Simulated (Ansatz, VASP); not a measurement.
## Hf in VASP and in Ansatz

```
Hf
1.0
     0.00000    2.17468    2.17468
     2.17468    0.00000    2.17468
     2.17468    2.17468    0.00000
Hf
1
Direct
  0.00000 0.00000 0.00000
```

Change from the starting cell: volume scaled by 0.94, crystal datasets.

Alike in both runs: task electric field gradients; functional PBEsol; k mesh 16 × 16 × 16; occupations fermi-dirac, width 0.03 eV; no spin polarisation.

```csv
,VASP,Ansatz
version,VASP 6.6.1,Ansatz 0.2.0
potentials or method,"VASP PAW PBE potentials, release 64 (Hf_pv), cutoff 520 eV","all-electron PAW with datasets made for the crystal, scalar-relativistic"
```

VASP gave:

* pressure (GPa): 5.1

Which values does Ansatz return?

Pressure (GPa): 5.5.

VASP's potentials were made for PBE, not for PBEsol. Ansatz ran all-electron here, and VASP with PAW potentials.

Neither program's run includes spin-orbit coupling.
